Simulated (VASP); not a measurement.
# MgO in VASP: further runs, part 2 of 2

VASP 6.6.1.

## Step 3: Single point, PBE (z stretched by -3 %, then relaxed in part)

INCAR

```
ALGO = Normal
EDIFF = 1E-6
ENCUT = 600
GGA = PE
GGA_COMPAT = False
ISIF = 2
ISMEAR = -1
LASPH = True
LCHARG = True
LELF = True
LREAL = False
LVHAR = True
LWAVE = False
NBANDS = 11
NELM = 120
PREC = Accurate
SIGMA = 0.02
```

KPOINTS

```
k-points
0
Gamma
  13 13 13
```

POSCAR

```
MgO
1.0
    0.0000000000      2.0185000000      1.9579450000
    2.0185000000      0.0000000000      1.9579450000
    2.0185000000      2.0185000000      0.0000000000
Mg O
1 1
Direct
    0.0000000000      0.0000000000      0.0000000000
    0.5000000000      0.5000000000      0.5000000000
```

Potentials or basis: VASP PAW PBE potentials, release 64 (Mg, O).

Run with:

```sh
$ cat potpaw_PBE.64/Mg/POTCAR potpaw_PBE.64/O/POTCAR > POTCAR
$ mpirun -np 1 vasp_std > vasp.out
```

OUTCAR:

```text
EDIFF = 1E-6
   ENCUT = 600
   GGA = PE
   ISIF = 2
   ISMEAR = -1
   LASPH = True
   LREAL = False
   NELM = 120
   PREC = Accurate

 ion  position               nearest neighbor table
   1  0.000  0.000  0.000-   2 1.96   2 1.96   2 2.02   2 2.02   2 2.02   2 2.02
   2  0.500  0.500  0.500-   1 1.96   1 1.96   1 2.02   1 2.02   1 2.02   1 2.02

  LATTYP: Found a body centered tetragonal cell.
 ALAT       =     2.8545900757
 C/A-ratio  =     1.3717871555

  Lattice vectors:

 A1 = (   0.0000000000,  -2.0185000000,  -1.9579450000)
 A2 = (   0.0000000000,   2.0185000000,  -1.9579450000)
 A3 = (   2.0185000000,   0.0000000000,   1.9579450000)

Analysis of symmetry for initial positions (statically):
=====================================================================
 Subroutine PRICEL returns:
 Original cell was already a primitive cell.

 Routine SETGRP: Setting up the symmetry group for a
 body centered tetragonal supercell.

 Subroutine GETGRP returns: Found 16 space group operations
 (whereof 16 operations were pure point group operations)
 out of a pool of 16 trial point group operations.

The static configuration has the point symmetry D_4h.

Analysis of symmetry for dynamics (positions and initial velocities):
=====================================================================
 Subroutine PRICEL returns:
 Original cell was already a primitive cell.

 Routine SETGRP: Setting up the symmetry group for a
 body centered tetragonal supercell.

 Subroutine GETGRP returns: Found 16 space group operations
 (whereof 16 operations were pure point group operations)
 out of a pool of 16 trial point group operations.

The dynamic configuration has the point symmetry D_4h.

 Subroutine INISYM returns: Found 16 space group operations
 (whereof 16 operations are pure point group operations),
 and found     1 'primitive' translations

----------------------------------------------------------------------------------------

                                     Primitive cell

  volume of cell :      15.9547

  direct lattice vectors                    reciprocal lattice vectors
     0.000000000  2.018500000  1.957945000    -0.247708695  0.247708695  0.255369788
     2.018500000  0.000000000  1.957945000     0.247708695 -0.247708695  0.255369788
     2.018500000  2.018500000  0.000000000     0.247708695  0.247708695 -0.255369788

  length of vectors
     2.812097237  2.812097237  2.854590076     0.433512311  0.433512311  0.433512311

  position of ions in fractional coordinates (direct lattice)
     0.000000000  0.000000000  0.000000000
     0.500000000  0.500000000  0.500000000

  ion indices of the primitive-cell ions
   primitive index   ion index
                 1           1
                 2           2

----------------------------------------------------------------------------------------

 KPOINTS: k-points

Automatic generation of k-mesh.
 Grid dimensions read from file:
 generate k-points for:   13   13   13

 Generating k-lattice:

  Cartesian coordinates                     Fractional coordinates (reciprocal lattice)
    -0.019054515  0.019054515  0.019643830     0.076923077  0.000000000  0.000000000
     0.019054515 -0.019054515  0.019643830     0.000000000  0.076923077  0.000000000
     0.019054515  0.019054515 -0.019643830     0.000000000  0.000000000  0.076923077

  Length of vectors
     0.033347101  0.033347101  0.033347101

  Shift w.r.t. Gamma in fractional coordinates (k-lattice)
     0.000000000  0.000000000  0.000000000

 Subroutine IBZKPT returns following result:
 ===========================================

 Found    196 irreducible k-points:

 Following reciprocal coordinates:
            Coordinates               Weight
  0.000000  0.000000  0.000000      1.000000
  0.076923 -0.000000  0.000000      8.000000
  0.153846  0.000000  0.000000      8.000000
  0.230769 -0.000000  0.000000      8.000000
  0.307692  0.000000  0.000000      8.000000
  0.384615 -0.000000  0.000000      8.000000
[... 16 lines left out ...]
  0.384615  0.153846  0.000000      8.000000
  0.461538  0.153846  0.000000      8.000000
 [... further k-points ...]
   k-points           NKPTS =    196   k-points in BZ     NKDIM =    196   number of bands    NBANDS=     11
   number of dos      NEDOS =    301   number of ions     NIONS =      2
   total plane-waves  NPLWV =  13824
   dimension x,y,z NGX =    24 NGY =   24 NGZ =   24
   dimension x,y,z NGXF=    48 NGYF=   48 NGZF=   48
   ions per type =               1   1
   NGX,Y,Z   is equivalent  to a cutoff of  14.19, 14.19, 13.98 a.u.
   NGXF,Y,Z  is equivalent  to a cutoff of  28.38, 28.38, 27.95 a.u.
 SYSTEM =  unknown system
   PREC   = accura    normal or accurate (medium, high low for compatibility)
   ISTART =      0    job   : 0-new  1-cont  2-samecut
   ICHARG =      2    charge: 1-file 2-atom 10-const
   ISPIN  =      1    spin polarized calculation?
   LNONCOLLINEAR =      F non collinear calculations
   LSORBIT =      F    spin-orbit coupling
   LASPH  =      T    aspherical Exc in radial PAW
   ENCUT  =  600.0 eV  44.10 Ry    6.64 a.u.   5.62  5.62  5.70*2*pi/ulx,y,z
   NELM   =    120;   NELMIN=  2; NELMDL= -5     # of ELM steps
   EDIFF  = 0.1E-05   stopping-criterion for ELM
   LREAL  =      F    real-space projection
   EDIFFG = 0.1E-04   stopping-criterion for IOM
   NSW    =      0    number of steps for IOM
   IBRION =     -1    ionic relax: 0-MD 1-quasi-New 2-CG
   NFREE  =      0    steps in history (QN), initial steepest desc. (CG)
   ISIF   =      2    stress and relaxation
   ISYM   =      2    0-nonsym 1-usesym 2-fastsym
   POTIM  = 0.5000    time-step for ionic-motion
   TEBEG  =    0.0;   TEEND  =   0.0 temperature during run
   PSTRESS=    0.0 pullay stress
   NELECT =       8.0000    total number of electrons
   NUPDOWN=      -1.0000    fix difference up-down
   EMIN   =  10.00;   EMAX   =-10.00  energy-range for DOS
   EFERMI =   0.00;   METHOD = LEGACY
   ISMEAR =    -1;   SIGMA  =   0.02  broadening in eV -4-tet -1-fermi 0-gaus
   EFERMI_NEDOS =   21; number of points for ismear=-14 and -15
   IALGO  =     38    algorithm
   IMIX   =      4    mixing-type and parameters
     AMIX     =   0.40;   BMIX     =  1.00
     AMIX_MAG =   1.60;   BMIX_MAG =  1.00
  volume/ion in A,a.u.               =       7.98        53.83
  Fermi-wavevector in a.u.,A,eV,Ry     =   1.300595  2.457769 23.014908  1.691548
  Thomas-Fermi vector in A             =   2.431784
   LORBIT       =      0    0 simple, 1 ext, 2 COOP (PROOUT), +10 PAW based schemes
   GGA     = PE    functional components
   LHFCALC =     F    Hartree Fock is set to
   AEXX    =    0.0000 exact exchange contribution
   IVDW    =     0    specifies the selected vdW correction
   LEPSILON=     F    determine dielectric tensor
   LRPA    =     F    only Hartree local field effects (RPA)
 non-spin polarized calculation
  energy-cutoff  :      600.00
  volume of cell :       15.95
 maximum number of plane-waves:       548
   NGX = 11   NGY = 11   NGZ = 11

 number of electron       8.0000001 magnetization

 Free energy of the ion-electron system (eV)
  ---------------------------------------------------
  ext. energy  EPLUGINS =         0.00000000
  ---------------------------------------------------
  free energy    TOTEN  =       -11.55114924 eV

  energy without entropy =      -11.55114924  energy(sigma->0) =      -11.55114924

 E-fermi :   4.8917     XC(G=0): -11.8496

 val. band max:        4.4928295224   @ k =   0.0000   0.0000   0.0000
 cond. band min:      10.8866251124   @ k =   0.0000   0.0000   0.0000
 fundamental gap:      6.3937955900
 Fermi energy:         4.8916767453

 k-point     1 :       0.0000    0.0000    0.0000
  band No.  band energies     occupation
      1     -13.6775      2.00000
      2       4.4416      2.00000
      3       4.4928      2.00000
      4       4.4928      2.00000
      5      10.8866      0.00000
      6      21.0543      0.00000
      7      21.0543      0.00000
      8      21.4115      0.00000
      9      25.5310      0.00000
     10      26.9371      0.00000
     11      28.0756      0.00000
[... 309 lines left out ...]
 k-point    24 :       0.4615    0.1538    0.0000
  band No.  band energies     occupation
      1     -11.9669      2.00000
      2      -0.2604      2.00000
      3       2.9898      2.00000
      4       3.3990      2.00000
      5      14.4045      0.00000
      6      17.9775      0.00000
      7      21.1181      0.00000
      8      22.9436      0.00000
      9      26.2818      0.00000
     10      29.7297      0.00000
     11      31.3466      0.00000

 [... further k-points ...]

------------------------ aborting loop because EDIFF is reached ----------------------------------------

  FORCE on cell =-STRESS in cart. coord.  units (eV):
  Direction    XX          YY          ZZ          XY          YZ          ZX
  --------------------------------------------------------------------------------------
  -------------------------------------------------------------------------------------
  Total        3.5635440      3.5635440      5.0365026      0.0000000      0.0000000     -0.0000000
  in kB      357.8530462    357.8530462    505.7683516      0.0000000      0.0000000     -0.0000000
  external PRESSURE =     407.1581480 kB  Pullay stress =       0.0000000 kB

 VOLUME and BASIS-vectors are now :
 -----------------------------------------------------------------------------
  energy-cutoff  :      600.00
  volume of cell :       15.95
      direct lattice vectors                 reciprocal lattice vectors
     0.000000000  2.018500000  1.957945000    -0.247708695  0.247708695  0.255369788
     2.018500000  0.000000000  1.957945000     0.247708695 -0.247708695  0.255369788
     2.018500000  2.018500000  0.000000000     0.247708695  0.247708695 -0.255369788

 POSITION                                       TOTAL-FORCE (eV/Angst)
 -----------------------------------------------------------------------------------
      0.00000      0.00000      0.00000         0.000000     -0.000000     -0.000000
      2.01850      2.01850      1.95795        -0.000000      0.000000      0.000000
 -----------------------------------------------------------------------------------
    total drift:                               -0.000000     -0.000000      0.000000

  FREE ENERGIE OF THE ION-ELECTRON SYSTEM (eV)
  ---------------------------------------------------
  free  energy   TOTEN  =       -11.5511492352 eV

  energy  without entropy=      -11.5511492352  energy(sigma->0) =      -11.55114924
```

stdout:

```text
POSCAR found type information on POSCAR MgO
 POSCAR found :  2 types and       2 ions
 scaLAPACK will be used
 LDA part: xc-table for (Slater+PW92), standard interpolation
 POSCAR, INCAR and KPOINTS ok, starting setup
 FFT: planning ... GRIDC
 FFT: planning ... GRID_SOFT
 FFT: planning ... GRID
 WAVECAR not read
 entering main loop
```

It took 11 s on 1 thread of Intel Xeon 6975P-C (Granite Rapids), shared host; peak memory 0.17 GiB.

What came out:

```
Free energy            : -11.5511 eV
Pressure               : 40.7 GPa
Band gap on the k mesh : 6.39 eV
```

Levels at points of the mesh, in eV from the valence-band top:
| k point | band 1 | band 2 | band 3 | band 4 | band 5 | band 6 | band 7 | band 8 |
| --- | --- | --- | --- | --- | --- | --- | --- | --- |
| (0.00, 0.00, 0.00) | -18.17 | -0.05 | 0.00 | 0.00 | 6.39 | 16.56 | 16.56 | 16.92 |

Caveat: the cell differs from its parent crystal (z stretched by -3 %, then relaxed in part); the cell stands under pressure; an odd mesh through Γ misses points on the zone boundary, where band edges can lie.

## Step 4: Single point, PBE (z stretched by -2 %, then relaxed in part)

INCAR

```
PREC = Accurate
ENCUT = 600
EDIFF = 1E-6
ISMEAR = -1
SIGMA = 0.02
LREAL = F
LASPH = T
NELM = 120
ALGO = Normal
ISIF = 2
LWAVE = F
LCHARG = F
GGA = PE
NBANDS = 11
GGA_COMPAT = F
```

KPOINTS

```
Automatic mesh
0
Gamma
  13 13 13
```

POSCAR

```
MgO
1.0
    0.0000000000      2.0185000000      1.9781300000
    2.0185000000      0.0000000000      1.9781300000
    2.0185000000      2.0185000000      0.0000000000
Mg O
1 1
Direct
    0.0000000000      0.0000000000      0.0000000000
    0.5000000000      0.5000000000      0.5000000000
```

Potentials or basis: VASP PAW PBE potentials, release 64 (Mg, O).

Run with:

```sh
$ cat potpaw_PBE.64/Mg/POTCAR potpaw_PBE.64/O/POTCAR > POTCAR
$ mpirun -np 1 vasp_std > vasp.out
```

OUTCAR:

```text
PREC = Accurate
   ENCUT = 600
   EDIFF = 1E-6
   ISMEAR = -1
   LREAL = F
   LASPH = T
   NELM = 120
   ISIF = 2
   GGA = PE

 ion  position               nearest neighbor table
   1  0.000  0.000  0.000-   2 1.98   2 1.98   2 2.02   2 2.02   2 2.02   2 2.02
   2  0.500  0.500  0.500-   1 1.98   1 1.98   1 2.02   1 2.02   1 2.02   1 2.02

  LATTYP: Found a body centered tetragonal cell.
 ALAT       =     2.8545900757
 C/A-ratio  =     1.3859292911

  Lattice vectors:
[... 520 lines left out ...]

 [... further k-points ...]

------------------------ aborting loop because EDIFF is reached ----------------------------------------

  FORCE on cell =-STRESS in cart. coord.  units (eV):
  Direction    XX          YY          ZZ          XY          YZ          ZX
  --------------------------------------------------------------------------------------
  -------------------------------------------------------------------------------------
  Total        3.4475235      3.4475235      4.3764152      0.0000000      0.0000000      0.0000000
  in kB      342.6695240    342.6695240    434.9975110      0.0000000      0.0000000      0.0000000
  external PRESSURE =     373.4455197 kB  Pullay stress =       0.0000000 kB

 VOLUME and BASIS-vectors are now :
 -----------------------------------------------------------------------------
  energy-cutoff  :      600.00
  volume of cell :       16.12
      direct lattice vectors                 reciprocal lattice vectors
     0.000000000  2.018500000  1.978130000    -0.247708695  0.247708695  0.252763974
     2.018500000  0.000000000  1.978130000     0.247708695 -0.247708695  0.252763974
     2.018500000  2.018500000  0.000000000     0.247708695  0.247708695 -0.252763974

 POSITION                                       TOTAL-FORCE (eV/Angst)
 -----------------------------------------------------------------------------------
      0.00000      0.00000      0.00000         0.000000      0.000000     -0.000000
      2.01850      2.01850      1.97813         0.000000      0.000000      0.000000
 -----------------------------------------------------------------------------------
    total drift:                               -0.000000     -0.000000      0.000000

  FREE ENERGIE OF THE ION-ELECTRON SYSTEM (eV)
  ---------------------------------------------------
  free  energy   TOTEN  =       -11.5999784587 eV

  energy  without entropy=      -11.5999784587  energy(sigma->0) =      -11.59997846
```

stdout:

```text
POSCAR found type information on POSCAR MgO
 POSCAR found :  2 types and       2 ions
 scaLAPACK will be used
 LDA part: xc-table for (Slater+PW92), standard interpolation
 POSCAR, INCAR and KPOINTS ok, starting setup
 FFT: planning ... GRIDC
 FFT: planning ... GRID_SOFT
 FFT: planning ... GRID
 WAVECAR not read
 entering main loop
```

It took 10 s on 1 thread of Intel Xeon 6975P-C (Granite Rapids), shared host; peak memory 0.17 GiB.

What came out:

| Quantity | Value |
| --- | --- |
| Free energy | -11.6000 eV |
| Pressure | 37.3 GPa |
| Band gap on the k mesh | 6.29 eV |

Caveat: the cell differs from its parent crystal (z stretched by -2 %, then relaxed in part); the cell stands under pressure; an odd mesh through Γ misses points on the zone boundary, where band edges can lie.

## Step 5: Single point, PBE (z stretched by -1 %, then relaxed in part)

INCAR is that of step 4.

KPOINTS is that of step 4.

POSCAR

```
MgO
1.0
    0.0000000000      2.0185000000      1.9983150000
    2.0185000000      0.0000000000      1.9983150000
    2.0185000000      2.0185000000      0.0000000000
Mg O
1 1
Direct
    0.0000000000      0.0000000000      0.0000000000
    0.5000000000      0.5000000000      0.5000000000
```

Run with:

```sh
$ cat potpaw_PBE.64/Mg/POTCAR potpaw_PBE.64/O/POTCAR > POTCAR
$ mpirun -np 1 vasp_std > vasp.out
```

Wall time 10 s (1 thread of Intel Xeon 6975P-C (Granite Rapids), shared host); peak memory 0.17 GiB.

It converged, with:

```yaml
Free_energy: -11.6419 eV
Pressure: 34.2 GPa
Band_gap_on_the_k_mesh: 6.18 eV
```

Stress tensor (GPa, compression positive):
```
32.80  0.00  0.00
 0.00 32.80  0.00
 0.00  0.00 37.12
```

Levels at points of the mesh, in eV from the valence-band top:
```
           k point  band 1  band 2  band 3  band 4  band 5  band 6  band 7  band 8  band 9
(0.00, 0.00, 0.00)  -18.03   -0.02    0.00    0.00    6.18   16.53   16.53   16.65   20.86
```

Caveat: the cell differs from its parent crystal (z stretched by -1 %, then relaxed in part); the cell stands under pressure; an odd mesh through Γ misses points on the zone boundary, where band edges can lie.

## Step 6: Summary

```csv
cell,gap on the mesh (eV),pressure (GPa)
"a = 2.892 Å, angles 60.0°, 2 atoms",5.63,21.4
"a = 2.812, b = 2.812, c = 2.855 Å, angles 59.5, 59.5, 61.0°, 2 atoms",6.39,40.7
"a = 2.826, b = 2.826, c = 2.855 Å, angles 59.7, 59.7, 60.7°, 2 atoms",6.29,37.3
"a = 2.840, b = 2.840, c = 2.855 Å, angles 59.8, 59.8, 60.3°, 2 atoms",6.18,34.2
```

Alike in all rows: task single point; level PBE; potentials or basis VASP PAW PBE potentials, release 64 (Mg, O); no spin polarisation; k mesh 13 × 13 × 13; cutoff (eV) 600; smearing fermi-dirac 0.02 eV.

Caveats: the cell stands under pressure; an odd mesh through Γ misses points on the zone boundary, where band edges can lie.

Absolute energies hang on the potentials; compare differences alone.
